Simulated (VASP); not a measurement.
# Au (Fm-3m) in VASP: a series of runs

Aim: see how the results for Au move with the level of theory and the settings. Levels: LDA, PBEsol+D3(BJ), revPBE+D3(BJ). Tasks: single point.

All numbers are computed with VASP 6.6.1; they aren't measurements. Logs are shortened: lines on timing, memory, paths and dates and some standing lists are left out, and cuts for length are marked.

### 1 The cell of the first run

It takes space group Fm-3m (No. 225, cubic). The conventional cell has a = 3.987 Å, b = 3.987 Å, c = 3.987 Å, α = 90.00°, β = 90.00°, γ = 90.00°. Au (site symmetry m-3m) has 12 Au at 2.82 Å within 3.7 Å.

### 2 Single point, LDA

The input, INCAR:

```
ALGO = Normal
EDIFF = 1E-6
ENCUT = 520
ISIF = 2
ISMEAR = -1
LASPH = True
LCHARG = False
LREAL = False
LWAVE = False
NBANDS = 12
NELM = 80
PREC = Accurate
SIGMA = 0.05
```

The input, KPOINTS:

```
k-points
0
Gamma
  11 11 11
```

The input, POSCAR:

```
Au
1.0
    0.0000000000      1.9934577312      1.9934577312
    1.9934577312      0.0000000000      1.9934577312
    1.9934577312      1.9934577312      0.0000000000
Au
1
Direct
    0.0000000000      0.0000000000      0.0000000000
```

Potentials or basis: VASP PAW LDA potentials, release 64 (Au).

Started as:

```sh
$ cat potpaw_LDA.64/Au/POTCAR > POTCAR
$ mpirun -np 1 vasp_std > vasp.out
```

OUTCAR:

```text
EDIFF = 1E-6
   ENCUT = 520
   ISIF = 2
   ISMEAR = -1
   LASPH = True
   LREAL = False
   NELM = 80
   PREC = Accurate

 ion  position               nearest neighbor table
   1  0.000  0.000  0.000-

  LATTYP: Found a face centered cubic cell.
 ALAT       =     3.9869154624

  Lattice vectors:

 A1 = (   0.0000000000,   1.9934577312,   1.9934577312)
 A2 = (   1.9934577312,   0.0000000000,   1.9934577312)
 A3 = (   1.9934577312,   1.9934577312,   0.0000000000)

Analysis of symmetry for initial positions (statically):
=====================================================================
 Subroutine PRICEL returns:
 Original cell was already a primitive cell.

 Routine SETGRP: Setting up the symmetry group for a
 face centered cubic supercell.

 Subroutine GETGRP returns: Found 48 space group operations
[... 9 lines left out ...]

 Routine SETGRP: Setting up the symmetry group for a
 face centered cubic supercell.

 Subroutine GETGRP returns: Found 48 space group operations
[... 11 lines left out ...]
                                     Primitive cell

  volume of cell :      15.8435

  direct lattice vectors                    reciprocal lattice vectors
     0.000000000  1.993457731  1.993457731    -0.250820467  0.250820467  0.250820467
     1.993457731  0.000000000  1.993457731     0.250820467 -0.250820467  0.250820467
     1.993457731  1.993457731  0.000000000     0.250820467  0.250820467 -0.250820467

  length of vectors
     2.819174959  2.819174959  2.819174959     0.434433793  0.434433793  0.434433793

  position of ions in fractional coordinates (direct lattice)
     0.000000000  0.000000000  0.000000000

  ion indices of the primitive-cell ions
   primitive index   ion index
                 1           1

----------------------------------------------------------------------------------------

 KPOINTS: k-points

Automatic generation of k-mesh.
 Grid dimensions read from file:
 generate k-points for:   11   11   11

 Generating k-lattice:

  Cartesian coordinates                     Fractional coordinates (reciprocal lattice)
    -0.022801861  0.022801861  0.022801861     0.090909091  0.000000000  0.000000000
     0.022801861 -0.022801861  0.022801861     0.000000000  0.090909091  0.000000000
     0.022801861  0.022801861 -0.022801861     0.000000000  0.000000000  0.090909091

  Length of vectors
     0.039493981  0.039493981  0.039493981

  Shift w.r.t. Gamma in fractional coordinates (k-lattice)
     0.000000000  0.000000000  0.000000000
[... 50 lines left out ...]
   NELM   =     80;   NELMIN=  2; NELMDL= -5     # of ELM steps
   EDIFF  = 0.1E-05   stopping-criterion for ELM
   LREAL  =      F    real-space projection
   EDIFFG = 0.1E-04   stopping-criterion for IOM
   NSW    =      0    number of steps for IOM
   IBRION =     -1    ionic relax: 0-MD 1-quasi-New 2-CG
   NFREE  =      0    steps in history (QN), initial steepest desc. (CG)
   ISIF   =      2    stress and relaxation
   ISYM   =      2    0-nonsym 1-usesym 2-fastsym
   POTIM  = 0.5000    time-step for ionic-motion
   TEBEG  =    0.0;   TEEND  =   0.0 temperature during run
   PSTRESS=    0.0 pullay stress
   NELECT =      11.0000    total number of electrons
   NUPDOWN=      -1.0000    fix difference up-down
   EMIN   =  10.00;   EMAX   =-10.00  energy-range for DOS
[... 5 lines left out ...]
     AMIX     =   0.40;   BMIX     =  1.00
     AMIX_MAG =   1.60;   BMIX_MAG =  1.00
  volume/ion in A,a.u.               =      15.84       106.92
  Fermi-wavevector in a.u.,A,eV,Ry     =   1.449624  2.739392 28.591414  2.101410
  Thomas-Fermi vector in A             =   2.567329
   LORBIT       =      0    0 simple, 1 ext, 2 COOP (PROOUT), +10 PAW based schemes
   GGA     = CA    functional components
   LHFCALC =     F    Hartree Fock is set to
   AEXX    =    0.0000 exact exchange contribution
   IVDW    =     0    specifies the selected vdW correction
   LEPSILON=     F    determine dielectric tensor
   LRPA    =     F    only Hartree local field effects (RPA)
 non-spin polarized calculation
  energy-cutoff  :      520.00
  volume of cell :       15.84
 maximum number of plane-waves:       440
 NGX is ok and might be reduce to    24
   NGX = 11   NGY = 11   NGZ = 11

 number of electron      11.0000002 magnetization

 Free energy of the ion-electron system (eV)
  ---------------------------------------------------
  ext. energy  EPLUGINS =         0.00000000
  ---------------------------------------------------
  free energy    TOTEN  =        -4.42960678 eV

  energy without entropy =       -4.42731922  energy(sigma->0) =       -4.42846300

 E-fermi :  10.5310     XC(G=0): -13.4083

 val. band max:       10.4499382681   @ k =   0.4545   0.2727   0.0000
 cond. band min:      10.5907810851   @ k =  -0.4545   0.0909   0.0000
 fundamental gap:      0.1408428170
 Fermi energy:        10.5310096195

 k-point     1 :       0.0000    0.0000    0.0000
  band No.  band energies     occupation
      1      -0.1414      2.00000
      2       5.4459      2.00000
      3       5.4459      2.00000
      4       5.4459      2.00000
      5       7.1921      2.00000
      6       7.1921      2.00000
      7      24.9262      0.00000
      8      29.3019      0.00000
      9      29.3019      0.00000
     10      29.3019      0.00000
     11      34.5734      0.00000
     12      40.0316      0.00000
[... 331 lines left out ...]
 k-point    24 :      -0.1818    0.1818    0.0000
  band No.  band energies     occupation
      1       2.5922      2.00000
      2       4.7436      2.00000
      3       5.6595      2.00000
      4       6.4323      2.00000
      5       6.4840      2.00000
      6       8.5400      2.00000
      7      22.3690      0.00000
      8      24.5351      0.00000
      9      28.5166      0.00000
     10      29.9402      0.00000
     11      33.2910      0.00000
     12      36.0930      0.00000

 [... further k-points ...]

------------------------ aborting loop because EDIFF is reached ----------------------------------------

  FORCE on cell =-STRESS in cart. coord.  units (eV):
  Direction    XX          YY          ZZ          XY          YZ          ZX
  --------------------------------------------------------------------------------------
  -------------------------------------------------------------------------------------
  Total        1.0467382      1.0467382      1.0467382     -0.0000000     -0.0000000     -0.0000000
  in kB      105.8516364    105.8516364    105.8516364     -0.0000000     -0.0000000     -0.0000000
  external PRESSURE =     105.8516364 kB  Pullay stress =       0.0000000 kB

 VOLUME and BASIS-vectors are now :
 -----------------------------------------------------------------------------
  energy-cutoff  :      520.00
  volume of cell :       15.84
      direct lattice vectors                 reciprocal lattice vectors
     0.000000000  1.993457731  1.993457731    -0.250820467  0.250820467  0.250820467
     1.993457731  0.000000000  1.993457731     0.250820467 -0.250820467  0.250820467
     1.993457731  1.993457731  0.000000000     0.250820467  0.250820467 -0.250820467

 POSITION                                       TOTAL-FORCE (eV/Angst)
 -----------------------------------------------------------------------------------
      0.00000      0.00000      0.00000         0.000000      0.000000      0.000000
 -----------------------------------------------------------------------------------
    total drift:                               -0.000000      0.000000     -0.000000

  FREE ENERGIE OF THE ION-ELECTRON SYSTEM (eV)
  ---------------------------------------------------
  free  energy   TOTEN  =        -4.4296067832 eV

  energy  without entropy=       -4.4273192227  energy(sigma->0) =       -4.42846300
```

OSZICAR:

```text
N       E                     dE             d eps       ncg     rms          rms(c)
DAV:   1     0.497220698969E+02    0.49722E+02   -0.55809E+03  1392   0.820E+02
DAV:   2    -0.404749513597E+01   -0.53770E+02   -0.50934E+02  1584   0.192E+02
DAV:   3    -0.475364343517E+01   -0.70615E+00   -0.70556E+00  1616   0.210E+01
DAV:   4    -0.475593455326E+01   -0.22911E-02   -0.22910E-02  1624   0.141E+00
DAV:   5    -0.475594989548E+01   -0.15342E-04   -0.15344E-04  1628   0.108E-01    0.120E+01
DAV:   6    -0.446089072490E+01    0.29506E+00   -0.73113E-01  1452   0.696E+00    0.726E+00
DAV:   7    -0.443328720844E+01    0.27604E-01   -0.79946E-02  1572   0.226E+00    0.305E+00
DAV:   8    -0.442960874047E+01    0.36785E-02   -0.30164E-03  1488   0.549E-01    0.285E-01
DAV:   9    -0.442960640545E+01    0.23350E-05   -0.11498E-05  1660   0.320E-02    0.165E-02
DAV:  10    -0.442960678320E+01   -0.37775E-06   -0.94649E-07  1456   0.701E-03
   1 F= -.44296068E+01 E0= -.44284630E+01  d E =-.228756E-02
```

stdout:

```text
POSCAR found type information on POSCAR Au
 POSCAR found :  1 types and       1 ions
 scaLAPACK will be used
 LDA part: xc-table for (Slater(with rela. corr.)+CA(PZ))
 , standard interpolation
 POSCAR, INCAR and KPOINTS ok, starting setup
 FFT: planning ... GRIDC
 FFT: planning ... GRID_SOFT
 FFT: planning ... GRID
 WAVECAR not read
 entering main loop
```

It took 4.3 s on 1 thread of Intel Xeon Platinum 8488C (Sapphire Rapids), shared host; peak memory 0.13 GiB.

Results:

* Free energy: -4.4296 eV
* Pressure: 10.6 GPa

Levels at points of the mesh, in eV from the Fermi level:
```tsv
k point	band 4	band 5	band 6	band 7	band 8	band 9
(0.00, 0.00, 0.00)	-5.09	-3.34	-3.34	14.40	18.77	18.77
```

Caveat: spin-orbit coupling is left out, which moves the levels of the heavy elements.

### 3 Single point, PBEsol+D3(BJ)

This run uses another cell than the first one, of 16.45 Å³/atom, 1.038 times its volume.

The input, INCAR:

```
SYSTEM = Au
PREC = Accurate
ENCUT = 520
EDIFF = 1E-6
ISMEAR = -1
SIGMA = 0.05
LREAL = .FALSE.
LASPH = .TRUE.
NELM = 80
ALGO = Normal
ISIF = 2
LWAVE = .FALSE.
LCHARG = .TRUE.
GGA = PS
IVDW = 12
LELF = .TRUE.
LVHAR = .TRUE.
NBANDS = 12
```

The input, KPOINTS:

```
Automatic mesh
0
G
  11 11 11
  0 0 0
```

The input, POSCAR:

```
Au
1.0
    0.0000000000      2.0185295791      2.0185295791
    2.0185295791      0.0000000000      2.0185295791
    2.0185295791      2.0185295791      0.0000000000
Au
1
Direct
    0.0000000000      0.0000000000      0.0000000000
```

Potentials or basis: VASP PAW PBE potentials, release 64 (Au).

Started as:

```sh
$ cat potpaw_PBE.64/Au/POTCAR > POTCAR
$ mpirun -np 1 vasp_std > vasp.out
```

Run time: 5.7 s. Hardware: 1 thread of Intel Xeon Platinum 8488C (Sapphire Rapids), shared host; peak memory 0.15 GiB.

The run converged. Its results:

```yaml
Free_energy: -4.5774 eV
Pressure: -0.3 GPa
Dispersion_energy_per_atom: -0.655 eV
```

Levels at points of the mesh, in eV from the Fermi level:
| k point | band 2 | band 3 | band 4 | band 5 | band 6 | band 7 | band 8 | band 9 | band 10 | band 11 |
| --- | --- | --- | --- | --- | --- | --- | --- | --- | --- | --- |
| (0.00, 0.00, 0.00) | -4.86 | -4.86 | -4.86 | -3.23 | -3.23 | 14.47 | 18.66 | 18.66 | 18.66 | 23.64 |

Caveat: the PAW data sets were made with another functional, which shifts forces and pressure a little; spin-orbit coupling is left out, which moves the levels of the heavy elements; pairwise dispersion overbinds metals, which lowers pressure and volume.

### 4 Single point, revPBE+D3(BJ)

This run uses another cell than the first one, of 16.96 Å³/atom, 1.070 times its volume.

The input, INCAR:

```
SYSTEM = Au
  PREC = Accurate
  ENCUT = 520
  EDIFF = 1E-6
  ISMEAR = -1
  SIGMA = 0.05
  LREAL = .FALSE.
  LASPH = .TRUE.
  NELM = 60
  ALGO = Normal
  ISIF = 2
  LWAVE = .FALSE.
  LCHARG = .FALSE.
  GGA = RE
  IVDW = 12
  NBANDS = 12
```

KPOINTS is that of step 3.

The input, POSCAR:

```
Au
1.0
    0.0000000000      2.0391890702      2.0391890702
    2.0391890702      0.0000000000      2.0391890702
    2.0391890702      2.0391890702      0.0000000000
Au
1
Direct
    0.0000000000      0.0000000000      0.0000000000
```

Potentials or basis: VASP PAW PBE potentials, release 64 (Au).

Started as:

```sh
$ cat potpaw_PBE.64/Au/POTCAR > POTCAR
$ mpirun -np 1 vasp_std > vasp.out
```

OUTCAR:

```text
SYSTEM = Au
   PREC = Accurate
   ENCUT = 520
   EDIFF = 1E-6
   ISMEAR = -1
   LREAL = .FALSE.
   LASPH = .TRUE.
   NELM = 60
   ISIF = 2
   GGA = RE
   IVDW = 12
 IVDW          = 12

 ion  position               nearest neighbor table
   1  0.000  0.000  0.000-

  LATTYP: Found a face centered cubic cell.
 ALAT       =     4.0783781404

  Lattice vectors:

 A1 = (   0.0000000000,   2.0391890702,   2.0391890702)
[... 539 lines left out ...]
     11      31.5351      0.00000
     12      34.2475      0.00000

 [... further k-points ...]

------------------------ aborting loop because EDIFF is reached ----------------------------------------

 Edisp (eV)   -1.26801

 E8    (eV) :    -0.8997

  FORCE on cell =-STRESS in cart. coord.  units (eV):
  Direction    XX          YY          ZZ          XY          YZ          ZX
  --------------------------------------------------------------------------------------
  -------------------------------------------------------------------------------------
  Total      -0.03657    -0.03657    -0.03657     0.00000    -0.00000    -0.00000
  in kB      -3.45514    -3.45514    -3.45514     0.00000    -0.00000    -0.00000
  external pressure =       -3.46 kB  Pullay stress =        0.00 kB

 VOLUME and BASIS-vectors are now :
 -----------------------------------------------------------------------------
  energy-cutoff  :      520.00
  volume of cell :       16.96
      direct lattice vectors                 reciprocal lattice vectors
     0.000000000  2.039189070  2.039189070    -0.245195508  0.245195508  0.245195508
     2.039189070  0.000000000  2.039189070     0.245195508 -0.245195508  0.245195508
     2.039189070  2.039189070  0.000000000     0.245195508  0.245195508 -0.245195508

 POSITION                                       TOTAL-FORCE (eV/Angst)
 -----------------------------------------------------------------------------------
      0.00000      0.00000      0.00000         0.000000      0.000000      0.000000
 -----------------------------------------------------------------------------------
    total drift:                               -0.000000      0.000000      0.000000

  FREE ENERGIE OF THE ION-ELECTRON SYSTEM (eV)
  ---------------------------------------------------
  free  energy   TOTEN  =        -3.9657714692 eV

  energy  without entropy=       -3.9645264343  energy(sigma->0) =       -3.96514895
```

stdout:

```text
POSCAR found type information on POSCAR Au
 POSCAR found :  1 types and       1 ions
 scaLAPACK will be used
 -----------------------------------------------------------------------------
|                                                                             |
|                                                                             |
|     You enforced a specific xc type in the INCAR file but a different       |
|     I HOPE YOU KNOW WHAT YOU ARE DOING!                                     |
|                                                                             |
 -----------------------------------------------------------------------------

 LDA part: xc-table for (Slater+PW92), standard interpolation
 POSCAR, INCAR and KPOINTS ok, starting setup
 FFT: planning ... GRIDC
 FFT: planning ... GRID_SOFT
 FFT: planning ... GRID
 WAVECAR not read
 entering main loop
```

It took 5.5 s on 1 thread of Intel Xeon Platinum 8488C (Sapphire Rapids), shared host; peak memory 0.15 GiB.

What came out:

```
Free energy                : -3.9658 eV
Pressure                   : -0.3 GPa
Dispersion energy per atom : -1.268 eV
```

Caveat: the PAW data sets were made with another functional, which shifts forces and pressure a little; spin-orbit coupling is left out, which moves the levels of the heavy elements; pairwise dispersion overbinds metals, which lowers pressure and volume.

### 5 Summary

| level | potentials or basis | cell | gap on the mesh (eV) | pressure (GPa) |
| --- | --- | --- | --- | --- |
| LDA | VASP PAW LDA potentials, release 64 (Au) | a = 2.819 Å, angles 60.0°, 1 atom | none | 10.6 |
| PBEsol+D3(BJ) | VASP PAW PBE potentials, release 64 (Au) | a = 2.855 Å, angles 60.0°, 1 atom | none | -0.3 |
| revPBE+D3(BJ) | VASP PAW PBE potentials, release 64 (Au) | a = 2.884 Å, angles 60.0°, 1 atom | none | -0.3 |

Alike in all rows: task single point; no spin polarisation; k mesh 11 × 11 × 11; cutoff (eV) 520; smearing fermi-dirac 0.05 eV.

Caveats: spin-orbit coupling is left out, which moves the levels of the heavy elements; the PAW data sets were made with another functional, which shifts forces and pressure a little (some runs); pairwise dispersion overbinds metals, which lowers pressure and volume (some runs).

Absolute energies hang on the potentials; compare differences alone.
